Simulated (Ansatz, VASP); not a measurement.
HC6: VASP beside Ansatz

```
C H
1.0
     4.88953    0.00000    0.00000
    -1.22238    8.78496    0.00000
     0.00000    0.00000   22.74747
C H
12 2
Direct
  0.01936 0.07745 0.17584
  0.51936 0.07745 0.17584
  0.27420 0.09681 0.20595
  0.77420 0.09681 0.20595
  0.28388 0.13553 0.26618
  0.78388 0.13553 0.26618
  0.03863 0.15452 0.29551
  0.53863 0.15452 0.29551
  0.04887 0.19548 0.35836
  0.54887 0.19548 0.35836
  0.30317 0.21270 0.38455
  0.80317 0.21270 0.38455
  0.04887 0.12891 0.46060
  0.04887 0.26206 0.46060
```

Alike in both runs: task single point; functional LDA; k mesh 6 × 3 × 1; occupations gaussian, width 0.1 eV; no spin polarisation.

```csv
,VASP,Ansatz
version,VASP 6.6.1,Ansatz 0.2.0
potentials or method,"VASP PAW LDA potentials, release 64 (C, H), cutoff 520 eV","scalar-relativistic, plane waves, PAW"
valence electrons in the cell,50,50
```

|  | VASP | Ansatz | Ansatz less VASP |
| --- | --- | --- | --- |
| gap on the k mesh at the Fermi level (eV) | 0.05 | 0.05 | 0.000 |
| least direct gap on the mesh (eV) | 0.05 | 0.05 | 0.000 |
| rms of the force components (eV/Å) | 1.175 | 1.181 | +0.0053 |

LDA's correlation is that of Perdew and Zunger in VASP and of Perdew and Wang (1992) in Ansatz. Atom by atom the forces differ by 0.021 eV/Å (rms over components).
